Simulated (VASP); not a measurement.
# NaH (P6_3/mmc) in VASP: a series of runs

NaH is run at these levels: PBE; tasks: G0W0 quasiparticle levels.

All numbers are computed with VASP 6.6.1; they aren't measurements. Logs are shortened: lines on timing, memory, paths and dates and some standing lists are left out, and cuts for length are marked.

### Step 1. The cell of the first run

The structure is hexagonal, space group P6_3/mmc (No. 194). The conventional cell has a = 3.319 Å, b = 3.319 Å, c = 5.831 Å, α = 90.00°, β = 90.00°, γ = 120.00°. Na (site symmetry -3m) has 6 H at 2.41 Å and 8 Na at 2.92 to 3.32 Å within 3.4 Å. H (site symmetry -6m2) has 6 Na at 2.41 Å and 12 H at 3.32 to 3.49 Å within 3.5 Å.

### Step 2. G0W0 quasiparticle levels, PBE

Contents of POSCAR:

```
NaH
1.0
    3.3191587684      0.0000000000      0.0000000000
   -1.6595793842      2.8744758126      0.0000000000
    0.0000000000      0.0000000000      5.8309537807
Na H
2 2
Direct
    0.0000000000      0.0000000000      0.0000000000
    0.0000000000      0.0000000000      0.5000000000
    0.3333333333      0.6666666667      0.2500000000
    0.6666666667      0.3333333333      0.7500000000
```

Contents of INCAR.step1:

```
ALGO = Normal
EDIFF = 1E-8
ENCUT = 500
GGA = PE
ISMEAR = 0
LASPH = T
LCHARG = F
LREAL = F
LWAVE = T
NELM = 100
PREC = Accurate
SIGMA = 0.01
```

Contents of INCAR.step2:

```
ALGO = Exact
EDIFF = 1E-8
ENCUT = 500
GGA = PE
ISMEAR = 0
ISTART = 1
LASPH = T
LCHARG = F
LOPTICS = T
LREAL = F
LWAVE = T
NBANDS = 100
NELM = 1
PREC = Accurate
SIGMA = 0.01
```

Contents of INCAR.step3:

```
ALGO = EVGW0
EDIFF = 1E-8
ENCUT = 500
ENCUTGW = 80.0
GGA = PE
ISMEAR = 0
ISTART = 1
LASPH = T
LCHARG = F
LREAL = F
LWAVE = F
NBANDS = 100
NBANDSGW = 18
NELMGW = 1
NOMEGA = 96
OMEGAMAX = 30
PREC = Accurate
PRECFOCK = Fast
SIGMA = 0.01
```

Contents of KPOINTS:

```
k-points
0
Gamma
  6 6 2
```

Potentials or basis: VASP PAW PBE potentials, release 64 (Na_sv_GW, H_GW).

Started as:

```bash
$ cat potpaw_PBE.64/Na_sv_GW/POTCAR potpaw_PBE.64/H_GW/POTCAR > POTCAR
$ cp INCAR.step1 INCAR
$ mpirun -np 1 vasp_std > vasp.out
$ cp INCAR.step2 INCAR
$ mpirun -np 1 vasp_std > vasp.out
$ cp INCAR.step3 INCAR
$ mpirun -np 1 vasp_std > vasp.out
```

OUTCAR:

```text
EDIFF = 1E-8
   ENCUT = 500
   ENCUTGW = 80.0
   GGA = PE
   ISMEAR = 0
   ISTART = 1
   LASPH = T
   LREAL = F
   NELMGW = 1
   PREC = Accurate
   PRECFOCK = Fast

 ion  position               nearest neighbor table
   1  0.000  0.000  0.000-
   2  0.000  0.000  0.500-
   3  0.333  0.667  0.250-
   4  0.667  0.333  0.750-

  LATTYP: Found a hexagonal cell.
 ALAT       =     3.3191587684
 C/A-ratio  =     1.7567565120

  Lattice vectors:

 A1 = (   3.3191587684,   0.0000000000,   0.0000000000)
 A2 = (  -1.6595793842,   2.8744758126,   0.0000000000)
 A3 = (   0.0000000000,   0.0000000000,   5.8309537807)

Analysis of symmetry for initial positions (statically):
=====================================================================
 Subroutine PRICEL returns:
 Original cell was already a primitive cell.

 Routine SETGRP: Setting up the symmetry group for a
 hexagonal supercell.

 Subroutine GETGRP returns: Found 24 space group operations
 (whereof 12 operations were pure point group operations)
 out of a pool of 24 trial point group operations.

The static configuration has the point symmetry D_3d.
 The point group associated with its full space group is D_6h.

Analysis of symmetry for dynamics (positions and initial velocities):
=====================================================================
 Subroutine PRICEL returns:
 Original cell was already a primitive cell.

 Routine SETGRP: Setting up the symmetry group for a
 hexagonal supercell.

 Subroutine GETGRP returns: Found 24 space group operations
 (whereof 12 operations were pure point group operations)
 out of a pool of 24 trial point group operations.

The dynamic configuration has the point symmetry D_3d.
 The point group associated with its full space group is D_6h.

 Subroutine INISYM returns: Found 24 space group operations
 (whereof 12 operations are pure point group operations),
 and found     1 'primitive' translations

----------------------------------------------------------------------------------------

                                     Primitive cell

  volume of cell :      55.6322

[... 53 lines left out ...]
  0.166667  0.166667  0.000000      6.000000
  0.333333  0.166667  0.000000     12.000000
  0.333333  0.333333  0.000000      2.000000
  0.000000  0.000000  0.500000      1.000000
  0.166667  0.000000  0.500000      6.000000
  0.333333  0.000000  0.500000      6.000000
  0.500000  0.000000  0.500000      3.000000
  0.166667  0.166667  0.500000      6.000000
  0.333333  0.166667  0.500000     12.000000
  0.333333  0.333333  0.500000      2.000000
   k-points           NKPTS =     14   k-points in BZ     NKDIM =     72   number of bands    NBANDS=    100
   number of dos      NEDOS =    301   number of ions     NIONS =      4
   total plane-waves  NPLWV =  27648
   dimension x,y,z NGX =    24 NGY =   24 NGZ =   48
   dimension x,y,z NGXF=    48 NGYF=   48 NGZF=   96
   ions per type =               2   2
   NGX,Y,Z   is equivalent  to a cutoff of  12.02, 12.02, 13.69 a.u.
   NGXF,Y,Z  is equivalent  to a cutoff of  24.04, 24.04, 27.37 a.u.
 SYSTEM =  unknown system
   PREC   = accura    normal or accurate (medium, high low for compatibility)
   ISTART =      1    job   : 0-new  1-cont  2-samecut
   ICHARG =      0    charge: 1-file 2-atom 10-const
   ISPIN  =      1    spin polarized calculation?
   LNONCOLLINEAR =      F non collinear calculations
   LSORBIT =      F    spin-orbit coupling
   LASPH  =      T    aspherical Exc in radial PAW
   ENCUT  =  500.0 eV  36.75 Ry    6.06 a.u.   6.05  6.05 10.63*2*pi/ulx,y,z
   NELM   =     60;   NELMIN=  2; NELMDL=  0     # of ELM steps
   EDIFF  = 0.1E-07   stopping-criterion for ELM
   LREAL  =      F    real-space projection
   EDIFFG = 0.1E-06   stopping-criterion for IOM
   NSW    =      0    number of steps for IOM
   IBRION =     -1    ionic relax: 0-MD 1-quasi-New 2-CG
   NFREE  =      0    steps in history (QN), initial steepest desc. (CG)
   ISIF   =      0    stress and relaxation
   ISYM   =      3    0-nonsym 1-usesym 2-fastsym
   POTIM  = 0.5000    time-step for ionic-motion
   TEBEG  =    0.0;   TEEND  =   0.0 temperature during run
   PSTRESS=    0.0 pullay stress
   NELECT =      20.0000    total number of electrons
   NUPDOWN=      -1.0000    fix difference up-down
   EMIN   =  10.00;   EMAX   =-10.00  energy-range for DOS
   EFERMI =   0.00;   METHOD = LEGACY
   ISMEAR =     0;   SIGMA  =   0.01  broadening in eV -4-tet -1-fermi 0-gaus
   EFERMI_NEDOS =   21; number of points for ismear=-14 and -15
   IALGO  =     38    algorithm
   IMIX   =      4    mixing-type and parameters
     AMIX     =   0.40;   BMIX     =  1.00
     AMIX_MAG =   1.60;   BMIX_MAG =  1.00
  volume/ion in A,a.u.               =      13.91        93.86
  Fermi-wavevector in a.u.,A,eV,Ry     =   1.164062  2.199758 18.436439  1.355040
  Thomas-Fermi vector in A             =   2.300604
   LORBIT       =      0    0 simple, 1 ext, 2 COOP (PROOUT), +10 PAW based schemes
   GGA     = PE    functional components
   LHFCALC =     T    Hartree Fock is set to
   PRECFOCK=fast      Normal, Fast or Accurate (Low or Medium for compatibility)
   ENCUT4O =  -1.0   cutoff for four orbital integrals eV
   NKREDX  =     1    reduce k-point grid by
   NKREDY  =     1    reduce k-point grid by
   NKREDZ  =     1    reduce k-point grid by
   AEXX    =    1.0000 exact exchange contribution
   HFSCREEN=    0.0000 screening length (either q_TF or 0.3 A-1)
   HFSCREENC=   0.0000 screening length for correlation (either q_TF or 0.3 A-1)
   ENCUTFOCK=  -1.0 apply spherical cutoff to Coloumb kernel
   IVDW    =     0    specifies the selected vdW correction
   LEPSILON=     F    determine dielectric tensor
   LRPA    =     F    only Hartree local field effects (RPA)
   LRPAFORCE           =     F    calculate RPA forces
   ENCUTGW             =  80.0    cutoff for response function in eV
   ENCUTGWSOFT         =  64.0    soft cutoff for Coulomb kernel in GW response function in eV
   ENCUTLF             =  -1.0    cutoff for local field effects
   NELMGW              =     1    number of iterations in solving QP/BSE equation
   NELMHF              =     1    number of iterations in the inner HF iteration
   NKREDLFX            =     1    NKREDLFY  =   1   NKREDLFZ  =   1
 non-spin polarized calculation
 Gauss-broadening in eV      SIGMA  =   0.01
  energy-cutoff  :      500.00
  volume of cell :       55.63
 maximum number of plane-waves:      1430
  NGX = 14; NGY = 14; NGZ = 24
   NGX = 13   NGY = 13   NGZ = 21
 maximum number of plane-waves:        99
 NGX is ok and might be reduce to    10

 QP shifts <psi_nk| G(iteration)W_0 |psi_nk>: iteration 1
 for sc-GW calculations column KS-energies equals QP-energies in previous step
 and V_xc(KS)=  KS-energies - (<T + V_ion + V_H > + <T+V_H+V_ion>^1  + <V_x>^1)

 k-point   1 :       0.0000    0.0000    0.0000
  band No.  KS-energies  QP-energies   sigma(KS)   V_xc(KS)     V^pw_x(r,r')   Z            occupation Imag(sigma)

      1     -51.4643     -61.4154     -42.7204     -29.2566     -49.1213       0.7391       2.0000       0.3683
      2     -51.4486     -61.4968     -42.7485     -29.2818     -49.1488       0.7462       2.0000       0.3690
      3     -23.5211     -29.2302     -35.7030     -28.0360     -41.0477       0.7446       2.0000       0.1388
      4     -23.3633     -29.1803     -36.0655     -28.3728     -41.4166       0.7562       2.0000       0.1300
      5     -23.3633     -29.1803     -36.0655     -28.3728     -41.4166       0.7562       2.0000       0.1300
      6     -23.3448     -29.1770     -36.1046     -28.4150     -41.4577       0.7585       2.0000       0.1294
[... 283 lines left out ...]
      4     -23.4162     -29.1734     -35.9134     -28.2387     -41.2612       0.7501       2.0000       0.1327
      5     -23.4162     -29.1734     -35.9134     -28.2387     -41.2612       0.7501       2.0000       0.1327
      6     -23.4162     -29.1734     -35.9134     -28.2387     -41.2612       0.7501       2.0000       0.1327
[... 10 lines left out ...]
     17      11.3947      12.2113      -6.3568      -7.4126      -2.2919       0.7735       0.0000      -0.4274
     18      11.3947      12.2113      -6.3568      -7.4126      -2.2919       0.7735       0.0000      -0.4274
```

Run time: 5.8 min. Hardware: 1 thread of Intel Xeon Platinum 8488C (Sapphire Rapids), shared host; peak memory 0.79 GiB.

Results:

| Item | Value |
| --- | --- |
| Quasiparticle gap | 5.63 eV |
| Least direct quasiparticle gap | 6.76 eV |
| Band gap of the starting levels on the mesh | 3.45 eV |
| Least direct gap of the starting levels on the mesh | 4.57 eV |

Caveat: the k points lie up to 0.54 Å⁻¹ apart; bands, screening cutoff and mesh are small and nothing is extrapolated, so the quasiparticle values aren't converged.

[end of part 1 of 2]
